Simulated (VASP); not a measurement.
# PbSe (P6_3/mmc) in VASP: single point with PBE

Aim: the single point of PbSe with PBE.

Everything below comes from runs of VASP 6.6.1. Logs are shortened: lines on timing, memory, paths and dates and some standing lists are left out, and cuts for length are marked.

### Step 1. The cell of the first run

It takes space group P6_3/mmc (No. 194, hexagonal). Conventional cell: a = 5.174 Å, b = 5.174 Å, c = 6.213 Å, α = 90.00°, β = 90.00°, γ = 120.00°. Within 3.9 Å of Pb (site symmetry -6m2) lie 5 Se at 2.99 to 3.11 Å. Se (site symmetry -6m2) has 5 Pb at 2.99 to 3.11 Å within 3.9 Å.

### Step 2. Single point, PBE, non-collinear spin, zero start, spin-orbit coupling

Input file INCAR:

```
PREC = Accurate
ENCUT = 520
EDIFF = 1E-6
ISMEAR = -1
SIGMA = 0.02
LREAL = False
LASPH = True
NELM = 150
ALGO = Normal
ISIF = 2
LWAVE = False
LCHARG = True
MAGMOM = 0 0 0 0 0 0 0 0 0 0 0 0
LORBIT = 11
LSORBIT = True
GGA_COMPAT = False
LORBMOM = True
GGA = PE
LVHAR = True
NBANDS = 54
```

Input file KPOINTS:

```
Automatic mesh
0
Gamma
  6 6 4
```

Input file POSCAR:

```
PbSe
1.0
    5.1741302563      0.0000000000      0.0000000000
   -2.5870651281      4.4809282444      0.0000000000
    0.0000000000      0.0000000000      6.2132838678
Pb Se
2 2
Direct
    0.3333333333      0.6666666667      0.2500000000
    0.6666666667      0.3333333333      0.7500000000
    0.6666666667      0.3333333333      0.2500000000
    0.3333333333      0.6666666667      0.7500000000
```

Potentials or basis: VASP PAW PBE potentials, release 64 (Pb_d, Se).

Launch:

```
cat potpaw_PBE.64/Pb_d/POTCAR potpaw_PBE.64/Se/POTCAR > POTCAR
mpirun -np 1 vasp_ncl > vasp.out
```

OUTCAR:

```text
PREC = Accurate
   ENCUT = 520
   EDIFF = 1E-6
   ISMEAR = -1
   LREAL = False
   LASPH = True
   NELM = 150
   ISIF = 2
   LORBIT = 11
   LSORBIT = True
   GGA = PE

 ion  position               nearest neighbor table
   1  0.333  0.667  0.250-   3 2.99   3 2.99   3 2.99   4 3.11   4 3.11
   2  0.667  0.333  0.750-   4 2.99   4 2.99   4 2.99   3 3.11   3 3.11
   3  0.667  0.333  0.250-   1 2.99   1 2.99   1 2.99   2 3.11   2 3.11
   4  0.333  0.667  0.750-   2 2.99   2 2.99   2 2.99   1 3.11   1 3.11

  LATTYP: Found a hexagonal cell.
 ALAT       =     5.1741302563
 C/A-ratio  =     1.2008363841

  Lattice vectors:

 A1 = (   5.1741302563,   0.0000000000,   0.0000000000)
 A2 = (  -2.5870651281,   4.4809282444,   0.0000000000)
 A3 = (   0.0000000000,   0.0000000000,   6.2132838678)

Analysis of symmetry for initial positions (statically):
=====================================================================
 Subroutine PRICEL returns:
 Original cell was already a primitive cell.

 Routine SETGRP: Setting up the symmetry group for a
 hexagonal supercell.

 Subroutine GETGRP returns: Found 24 space group operations
 (whereof 12 operations were pure point group operations)
 out of a pool of 24 trial point group operations.

The static configuration has the point symmetry D_3d.
 The point group associated with its full space group is D_6h.

Analysis of symmetry for dynamics (positions and initial velocities):
=====================================================================
 Subroutine PRICEL returns:
 Original cell was already a primitive cell.

 Routine SETGRP: Setting up the symmetry group for a
 hexagonal supercell.

 Subroutine GETGRP returns: Found 24 space group operations
 (whereof 12 operations were pure point group operations)
 out of a pool of 24 trial point group operations.

The dynamic configuration has the point symmetry D_3d.
 The point group associated with its full space group is D_6h.

Analysis of structural, dynamic, and magnetic symmetry:
=====================================================================
 Subroutine PRICEL returns:
 Original cell was already a primitive cell.

 Routine SETGRP: Setting up the symmetry group for a
 hexagonal supercell.

 Subroutine GETGRP returns: Found 24 space group operations
 (whereof 12 operations were pure point group operations)
 out of a pool of 24 trial point group operations.

The overall configuration has the point symmetry D_3d.
 The point group associated with its full space group is D_6h.

 Subroutine INISYM returns: Found 24 space group operations
 (whereof 12 operations are pure point group operations),
 and found     1 'primitive' translations
[... 1337 lines left out ...]
    total drift:                                0.000000     -0.000000      0.000000

  FREE ENERGIE OF THE ION-ELECTRON SYSTEM (eV)
  ---------------------------------------------------
  free  energy   TOTEN  =       -16.9435794938 eV

  energy  without entropy=      -16.9435794366  energy(sigma->0) =      -16.94357947

 orbital moment (x)

 # of ion     p       d       tot
 ----------------------------------------
  1        -0.000  -0.000  -0.000
  2        -0.000   0.000   0.000
  3        -0.000   0.000  -0.000
  4        -0.000   0.000  -0.000
 ----------------------------------------
           -0.000   0.000  -0.000

 orbital moment (y)

 # of ion     p       d       tot
 ----------------------------------------
  1         0.000   0.000   0.000
  2         0.000  -0.000   0.000
  3         0.000  -0.000   0.000
  4         0.000   0.000   0.000
 ----------------------------------------
            0.000  -0.000   0.000

 orbital moment (z)

 # of ion     p       d       tot
 ----------------------------------------
  1         0.000  -0.000   0.000
  2        -0.000  -0.000  -0.000
  3         0.000  -0.000  -0.000
  4         0.000  -0.000  -0.000
 ----------------------------------------
            0.000  -0.000  -0.000

 Spin-Orbit-Coupling matrix elements

 Ion:    1  E_soc:     -0.8588573
 l=   1
     0.0000000    -0.0747577    -0.0785766
    -0.0747577     0.0000000    -0.0747577
    -0.0785766    -0.0747577     0.0000000
 l=   2
     0.0000000    -0.0134421     0.0000000    -0.0134421    -0.0539131
    -0.0134421     0.0000000    -0.0401048    -0.0134455    -0.0134421
     0.0000000    -0.0401048     0.0000000    -0.0401048     0.0000000
    -0.0134421    -0.0134455    -0.0401048     0.0000000    -0.0134421
    -0.0539131    -0.0134421     0.0000000    -0.0134421     0.0000000
 l=   3
     0.0000000     0.0000000     0.0000000     0.0000000     0.0000000     0.0000000     0.0000000
     0.0000000     0.0000000     0.0000000     0.0000000     0.0000000     0.0000000     0.0000000
     0.0000000     0.0000000     0.0000000     0.0000000     0.0000000     0.0000000     0.0000000
     0.0000000     0.0000000     0.0000000     0.0000000     0.0000000     0.0000000     0.0000000
[... 49 lines left out ...]
 l=   2
     0.0000000     0.0000004     0.0000000     0.0000004     0.0000125
     0.0000004     0.0000000     0.0000122    -0.0000019     0.0000004
     0.0000000     0.0000122     0.0000000     0.0000122     0.0000000
     0.0000004    -0.0000019     0.0000122     0.0000000     0.0000004
     0.0000125     0.0000004     0.0000000     0.0000004     0.0000000
 l=   3
     0.0000000     0.0000000     0.0000000     0.0000000     0.0000000     0.0000000     0.0000000
     0.0000000     0.0000000     0.0000000     0.0000000     0.0000000     0.0000000     0.0000000
     0.0000000     0.0000000     0.0000000     0.0000000     0.0000000     0.0000000     0.0000000
     0.0000000     0.0000000     0.0000000     0.0000000     0.0000000     0.0000000     0.0000000
     0.0000000     0.0000000     0.0000000     0.0000000     0.0000000     0.0000000     0.0000000
     0.0000000     0.0000000     0.0000000     0.0000000     0.0000000     0.0000000     0.0000000
     0.0000000     0.0000000     0.0000000     0.0000000     0.0000000     0.0000000     0.0000000

 total charge

# of ion       s       p       d       tot
------------------------------------------
    1        1.469   0.563   9.833  11.865
    2        1.469   0.563   9.833  11.865
    3        1.473   2.314   0.014   3.801
    4        1.473   2.314   0.014   3.801
--------------------------------------------------
tot          5.884   5.753  19.695  31.332

 magnetization (x)

# of ion       s       p       d       tot
------------------------------------------
    1        0.000   0.000   0.000   0.000
    2        0.000  -0.000   0.000  -0.000
    3        0.000   0.000   0.000   0.000
    4        0.000  -0.000   0.000  -0.000
--------------------------------------------------
tot          0.000   0.000   0.000   0.000

 magnetization (y)

# of ion       s       p       d       tot
------------------------------------------
    1        0.000  -0.000   0.000  -0.000
    2       -0.000  -0.000  -0.000  -0.000
    3        0.000   0.000  -0.000   0.000
    4        0.000   0.000  -0.000   0.000
--------------------------------------------------
tot         -0.000   0.000  -0.000  -0.000

 magnetization (z)

# of ion       s       p       d       tot
------------------------------------------
    1        0.000   0.000   0.000   0.000
    2        0.000   0.000   0.000   0.000
    3        0.000   0.000   0.000   0.000
    4        0.000   0.000   0.000   0.000
--------------------------------------------------
tot          0.000   0.000   0.000   0.000
```

stdout:

```text
POSCAR found type information on POSCAR PbSe
 POSCAR found :  2 types and       4 ions
 scaLAPACK will be used
 LDA part: xc-table for (Slater+PW92), standard interpolation
 POSCAR, INCAR and KPOINTS ok, starting setup
 FFT: planning ... GRIDC
 FFT: planning ... GRID_SOFT
 FFT: planning ... GRID
 WAVECAR not read
 entering main loop
```

It took 12 min on 1 thread of Intel Xeon Platinum 8488C (Sapphire Rapids), shared host; peak memory 0.68 GiB.

Results:

```
Free energy                                           : -16.9436 eV
Pressure                                              : 0.7 GPa
Net moment                                            : 0.00 μB per cell
Valence electrons inside the program's atomic spheres : Pb 11.87; Se 3.80
```

Moments on the atoms (μB; x, y, z):
```
Pb  0.00 0.00 0.00
Pb  0.00 0.00 0.00
Se  0.00 0.00 0.00
Se  0.00 0.00 0.00
```
